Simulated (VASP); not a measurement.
# Sr (Fm-3m) in VASP: a series of runs

Aim: see how the results for Sr move with the level of theory and the settings. Levels: r2SCAN, LDA. Tasks: single point.

All numbers are computed with VASP 6.6.1; they aren't measurements. Logs are shortened: lines on timing, memory, paths and dates and some standing lists are left out, and cuts for length are marked.

**1. The cell of the first run**

Symmetry: Fm-3m, No. 225, cubic system. The conventional cell has a = 6.125 Å, b = 6.125 Å, c = 6.125 Å, α = 90.00°, β = 90.00°, γ = 90.00°. Sr (site symmetry m-3m) has 12 Sr at 4.33 Å within 5.7 Å.

**2. Single point, r2SCAN**

Input file POSCAR:

```
Sr
1.0
    0.0000000000      3.0624986004      3.0624986004
    3.0624986004      0.0000000000      3.0624986004
    3.0624986004      3.0624986004      0.0000000000
Sr
1
Direct
    0.0000000000      0.0000000000      0.0000000000
```

Input file INCAR.step1:

```
  PREC = Accurate
  ENCUT = 520
  ISMEAR = -1
  SIGMA = 0.05
  LREAL = False
  LASPH = True
  NELM = 100
  NBANDS = 11
  GGA = PE
  ALGO = Normal
  EDIFF = 1E-4
  LWAVE = True
  LCHARG = False
```

Input file INCAR.step2:

```
  PREC = Accurate
  ENCUT = 520
  EDIFF = 1E-6
  ISMEAR = -1
  SIGMA = 0.05
  LREAL = False
  LASPH = True
  NELM = 100
  ALGO = Normal
  ISIF = 2
  LWAVE = False
  LCHARG = False
  METAGGA = R2SCAN
  LMIXTAU = True
  NBANDS = 11
  ISTART = 1
```

Input file KPOINTS:

```
Automatic mesh
0
Gamma
  6 6 6
```

Potentials or basis: VASP PAW PBE potentials, release 64 (Sr_sv).

On the command line:

```console
cat potpaw_PBE.64/Sr_sv/POTCAR > POTCAR
cp INCAR.step1 INCAR
mpirun -np 1 vasp_std > vasp.out
cp INCAR.step2 INCAR
mpirun -np 1 vasp_std > vasp.out
```

OUTCAR:

```text
PREC = Accurate
   ENCUT = 520
   EDIFF = 1E-6
   ISMEAR = -1
   LREAL = False
   LASPH = True
   NELM = 100
   ISIF = 2
   METAGGA = R2SCAN
   ISTART = 1

 ion  position               nearest neighbor table
   1  0.000  0.000  0.000-

  LATTYP: Found a face centered cubic cell.
 ALAT       =     6.1249972008

  Lattice vectors:

 A1 = (   0.0000000000,   3.0624986004,   3.0624986004)
 A2 = (   3.0624986004,   0.0000000000,   3.0624986004)
 A3 = (   3.0624986004,   3.0624986004,   0.0000000000)

Analysis of symmetry for initial positions (statically):
=====================================================================
 Subroutine PRICEL returns:
 Original cell was already a primitive cell.

 Routine SETGRP: Setting up the symmetry group for a
 face centered cubic supercell.

 Subroutine GETGRP returns: Found 48 space group operations
 (whereof 48 operations were pure point group operations)
 out of a pool of 48 trial point group operations.

The static configuration has the point symmetry O_h .

Analysis of symmetry for dynamics (positions and initial velocities):
=====================================================================
 Subroutine PRICEL returns:
 Original cell was already a primitive cell.

 Routine SETGRP: Setting up the symmetry group for a
 face centered cubic supercell.

 Subroutine GETGRP returns: Found 48 space group operations
 (whereof 48 operations were pure point group operations)
 out of a pool of 48 trial point group operations.

The dynamic configuration has the point symmetry O_h .

 Subroutine INISYM returns: Found 48 space group operations
 (whereof 48 operations are pure point group operations),
 and found     1 'primitive' translations

----------------------------------------------------------------------------------------

                                     Primitive cell

  volume of cell :      57.4457

  direct lattice vectors                    reciprocal lattice vectors
     0.000000000  3.062498600  3.062498600    -0.163265381  0.163265381  0.163265381
     3.062498600  0.000000000  3.062498600     0.163265381 -0.163265381  0.163265381
     3.062498600  3.062498600  0.000000000     0.163265381  0.163265381 -0.163265381

  length of vectors
     4.331027055  4.331027055  4.331027055     0.282783935  0.282783935  0.282783935

  position of ions in fractional coordinates (direct lattice)
     0.000000000  0.000000000  0.000000000

  ion indices of the primitive-cell ions
   primitive index   ion index
                 1           1

----------------------------------------------------------------------------------------

 KPOINTS: Automatic mesh

Automatic generation of k-mesh.
 Grid dimensions read from file:
 generate k-points for:    6    6    6

 Generating k-lattice:

  Cartesian coordinates                     Fractional coordinates (reciprocal lattice)
    -0.027210897  0.027210897  0.027210897     0.166666667  0.000000000  0.000000000
     0.027210897 -0.027210897  0.027210897     0.000000000  0.166666667  0.000000000
     0.027210897  0.027210897 -0.027210897     0.000000000  0.000000000  0.166666667

  Length of vectors
     0.047130656  0.047130656  0.047130656

  Shift w.r.t. Gamma in fractional coordinates (k-lattice)
     0.000000000  0.000000000  0.000000000

 Subroutine IBZKPT returns following result:
 ===========================================

 Found     16 irreducible k-points:

 Following reciprocal coordinates:
            Coordinates               Weight
  0.000000  0.000000  0.000000      1.000000
  0.166667  0.000000  0.000000      8.000000
  0.333333  0.000000  0.000000      8.000000
  0.500000  0.000000  0.000000      4.000000
  0.166667  0.166667  0.000000      6.000000
  0.333333  0.166667  0.000000     24.000000
[... 8 lines left out ...]
 -0.333333  0.333333  0.166667     24.000000
 -0.333333  0.500000  0.166667     12.000000
   k-points           NKPTS =     16   k-points in BZ     NKDIM =     16   number of bands    NBANDS=     11
   number of dos      NEDOS =    301   number of ions     NIONS =      1
   total plane-waves  NPLWV =  32768
   dimension x,y,z NGX =    32 NGY =   32 NGZ =   32
   dimension x,y,z NGXF=    64 NGYF=   64 NGZF=   64
   ions per type =               1
   NGX,Y,Z   is equivalent  to a cutoff of  12.28, 12.28, 12.28 a.u.
   NGXF,Y,Z  is equivalent  to a cutoff of  24.57, 24.57, 24.57 a.u.
 SYSTEM =  unknown system
   PREC   = accura    normal or accurate (medium, high low for compatibility)
   ISTART =      1    job   : 0-new  1-cont  2-samecut
   ICHARG =      0    charge: 1-file 2-atom 10-const
   ISPIN  =      1    spin polarized calculation?
   LNONCOLLINEAR =      F non collinear calculations
   LSORBIT =      F    spin-orbit coupling
   LASPH  =      T    aspherical Exc in radial PAW
   ENCUT  =  520.0 eV  38.22 Ry    6.18 a.u.   8.05  8.05  8.05*2*pi/ulx,y,z
   NELM   =    100;   NELMIN=  2; NELMDL=  0     # of ELM steps
   EDIFF  = 0.1E-05   stopping-criterion for ELM
   LREAL  =      F    real-space projection
   EDIFFG = 0.1E-04   stopping-criterion for IOM
   NSW    =      0    number of steps for IOM
   IBRION =     -1    ionic relax: 0-MD 1-quasi-New 2-CG
   NFREE  =      0    steps in history (QN), initial steepest desc. (CG)
   ISIF   =      2    stress and relaxation
   ISYM   =      2    0-nonsym 1-usesym 2-fastsym
   POTIM  = 0.5000    time-step for ionic-motion
   TEBEG  =    0.0;   TEEND  =   0.0 temperature during run
   PSTRESS=    0.0 pullay stress
   NELECT =      10.0000    total number of electrons
   NUPDOWN=      -1.0000    fix difference up-down
   EMIN   =  10.00;   EMAX   =-10.00  energy-range for DOS
   EFERMI =   0.00;   METHOD = LEGACY
   ISMEAR =    -1;   SIGMA  =   0.05  broadening in eV -4-tet -1-fermi 0-gaus
   EFERMI_NEDOS =   21; number of points for ismear=-14 and -15
   IALGO  =     38    algorithm
   IMIX   =      4    mixing-type and parameters
     AMIX     =   0.40;   BMIX     =  1.00
     AMIX_MAG =   1.60;   BMIX_MAG =  1.00
  volume/ion in A,a.u.               =      57.45       387.66
  Fermi-wavevector in a.u.,A,eV,Ry     =   0.914090  1.727380 11.368490  0.835560
  Thomas-Fermi vector in A             =   2.038677
   LORBIT       =      0    0 simple, 1 ext, 2 COOP (PROOUT), +10 PAW based schemes
   METAGGA = R2SCAN    functional components
   LHFCALC =     F    Hartree Fock is set to
   AEXX    =    0.0000 exact exchange contribution
   IVDW    =     0    specifies the selected vdW correction
   LEPSILON=     F    determine dielectric tensor
   LRPA    =     F    only Hartree local field effects (RPA)
 non-spin polarized calculation
  energy-cutoff  :      520.00
  volume of cell :       57.45
 maximum number of plane-waves:      1572
   NGX = 17   NGY = 17   NGZ = 17

 number of electron      10.0000000 magnetization

 Free energy of the ion-electron system (eV)
  ---------------------------------------------------
  ext. energy  EPLUGINS =         0.00000000
  ---------------------------------------------------
  free energy    TOTEN  =       -15.08322179 eV

  energy without entropy =      -15.06334592  energy(sigma->0) =      -15.07328385

 E-fermi :   1.4716     XC(G=0):  -7.6501

 val. band max:        1.4585434466   @ k =  -0.3333   0.3333   0.1667
 cond. band min:       1.5166841995   @ k =  -0.3333   0.3333   0.1667
 fundamental gap:      0.0581407528
 Fermi energy:         1.4716361919

 k-point     1 :       0.0000    0.0000    0.0000
  band No.  band energies     occupation
      1     -36.6520      2.00000
      2     -17.9174      2.00000
      3     -17.9174      2.00000
      4     -17.9174      2.00000
      5      -2.3055      2.00000
      6       4.1116      0.00000
      7       4.1116      0.00000
      8       4.1116      0.00000
      9       5.5873      0.00000
     10       5.5873      0.00000
     11       8.8439      0.00000

 k-point     2 :       0.1667    0.0000    0.0000
  band No.  band energies     occupation
      1     -36.6489      2.00000
      2     -17.9620      2.00000
      3     -17.9234      2.00000
      4     -17.9234      2.00000
      5      -1.8628      2.00000
      6       3.4522      0.00000
      7       4.2639      0.00000
      8       4.2639      0.00000
      9       5.4067      0.00000
     10       5.4067      0.00000
     11       9.3344      0.00000

 k-point     3 :       0.3333    0.0000    0.0000
  band No.  band energies     occupation
      1     -36.6427      2.00000
      2     -18.0495      2.00000
      3     -17.9352      2.00000
      4     -17.9352      2.00000
      5      -0.6948      2.00000
      6       2.3153      0.00000
      7       4.1051      0.00000
      8       4.1051      0.00000
      9       5.9295      0.00000
     10       5.9295      0.00000
     11       7.9708      0.00000

 k-point     4 :       0.5000    0.0000    0.0000
  band No.  band energies     occupation
      1     -36.6396      2.00000
      2     -18.0924      2.00000
      3     -17.9411      2.00000
      4     -17.9411      2.00000
      5       0.4170      2.00000
      6       1.3762      1.74168
      7       3.9201      0.00000
      8       3.9201      0.00000
      9       6.6228      0.00000
     10       6.6228      0.00000
     11       7.4693      0.00000
[... 127 lines left out ...]
 k-point    14 :       0.5000    0.3333    0.1667
  band No.  band energies     occupation
      1     -36.6386      2.00000
      2     -18.0477      2.00000
      3     -17.9881      2.00000
      4     -17.9562      2.00000
      5       0.2412      2.00000
      6       2.3000      0.00000
      7       2.7830      0.00000
      8       4.7055      0.00000
      9       5.5602      0.00000
     10       6.8894      0.00000
     11       7.7083      0.00000

 k-point    15 :      -0.3333    0.3333    0.1667
  band No.  band energies     occupation
      1     -36.6365      2.00000
      2     -18.0529      2.00000
      3     -18.0092      2.00000
      4     -17.9661      2.00000
      5       1.4585      1.13018
      6       1.5167      0.57771
      7       2.5781      0.00000
      8       4.4106      0.00000
      9       6.0410      0.00000
     10       7.0129      0.00000
     11       7.0554      0.00000

 k-point    16 :      -0.3333    0.5000    0.1667
  band No.  band energies     occupation
      1     -36.6355      2.00000
      2     -18.0568      2.00000
      3     -18.0063      2.00000
      4     -17.9821      2.00000
      5       1.3647      1.78916
      6       2.0481      0.00002
      7       2.2565      0.00000
      8       4.4859      0.00000
      9       6.9279      0.00000
     10       7.1464      0.00000
     11       7.1680      0.00000

------------------------ aborting loop because EDIFF is reached ----------------------------------------

  FORCE on cell =-STRESS in cart. coord.  units (eV):
  Direction    XX          YY          ZZ          XY          YZ          ZX
  --------------------------------------------------------------------------------------
  -------------------------------------------------------------------------------------
  Total       -0.0479289     -0.0479289     -0.0479289     -0.0000000      0.0000000      0.0000000
  in kB       -1.3367513     -1.3367513     -1.3367513     -0.0000000      0.0000000      0.0000000
  external PRESSURE =      -1.3367513 kB  Pullay stress =       0.0000000 kB

 VOLUME and BASIS-vectors are now :
 -----------------------------------------------------------------------------
  energy-cutoff  :      520.00
  volume of cell :       57.45
      direct lattice vectors                 reciprocal lattice vectors
     0.000000000  3.062498600  3.062498600    -0.163265381  0.163265381  0.163265381
     3.062498600  0.000000000  3.062498600     0.163265381 -0.163265381  0.163265381
     3.062498600  3.062498600  0.000000000     0.163265381  0.163265381 -0.163265381

 POSITION                                       TOTAL-FORCE (eV/Angst)
 -----------------------------------------------------------------------------------
      0.00000      0.00000      0.00000        -0.000000      0.000000      0.000000
 -----------------------------------------------------------------------------------
    total drift:                                0.000000      0.000000      0.000000

  FREE ENERGIE OF THE ION-ELECTRON SYSTEM (eV)
  ---------------------------------------------------
  free  energy   TOTEN  =       -15.0832217873 eV

  energy  without entropy=      -15.0633459200  energy(sigma->0) =      -15.07328385
```

It took 18 s on 1 thread of AMD EPYC 7R13, shared host; peak memory 0.18 GiB.

Results:

| Item | Value |
| --- | --- |
| Free energy | -15.0832 eV |
| Pressure | -0.1 GPa |
| Band gap on the k mesh | zero (band 5 reaches 1.46 eV, above the bottom of band 6 at 1.38 eV) |

Levels at points of the mesh, in eV from the Fermi level:
```csv
k point,band 1,band 2,band 3,band 4,band 5,band 6,band 7,band 8,band 9,band 10
"(0.00, 0.00, 0.00)",-38.12,-19.39,-19.39,-19.39,-3.78,2.64,2.64,2.64,4.12,4.12
"(0.50, 0.00, 0.00)",-38.11,-19.56,-19.41,-19.41,-1.05,-0.10,2.45,2.45,5.15,5.15
"(0.50, 0.50, 0.00)",-38.11,-19.55,-19.45,-19.45,-0.56,0.51,0.94,5.15,5.45,5.45
```

Caveat: the PAW data sets were made with another functional, which shifts forces and pressure a little.

(Continued in part 2 of 2.)
